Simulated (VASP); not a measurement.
A run of VASP 6.6.1 is set up as follows.

INCAR

```
SYSTEM = Rh
ALGO = Normal ; EDIFF = 1E-7
ENCUT = 520 ; GGA = PE
ISIF = 2 ; ISMEAR = -1
LASPH = .TRUE. ; LCHARG = .FALSE.
LREAL = .FALSE. ; LWAVE = .FALSE.
NBANDS = 22 ; NELM = 60
PREC = Accurate ; SIGMA = 0.1
```

The input KPOINTS:

```
k-points
0
G
  11 11 11
  0 0 0
```

POSCAR

```
Rh
1.0
    0.0000000000      2.7212987753      2.7212987753
    2.7212987753      0.0000000000      2.7212987753
    2.7212987753      2.7212987753      0.0000000000
Rh
2
Direct
    0.1250000000      0.1250000000      0.1250000000
    0.8750000000      0.8750000000      0.8750000000
```

Potentials or basis: VASP PAW PBE potentials, release 64 (Rh_pv).

Run with:

```console
$ cat potpaw_PBE.64/Rh_pv/POTCAR > POTCAR
$ mpirun -np 1 vasp_std > vasp.out
```

Q: Predict the band gap on the k mesh.

A: Zero (band 15 reaches 7.48 eV, above the bottom of band 16 at 6.29 eV).

Q: Estimate the pressure.

A: 5.9 GPa.
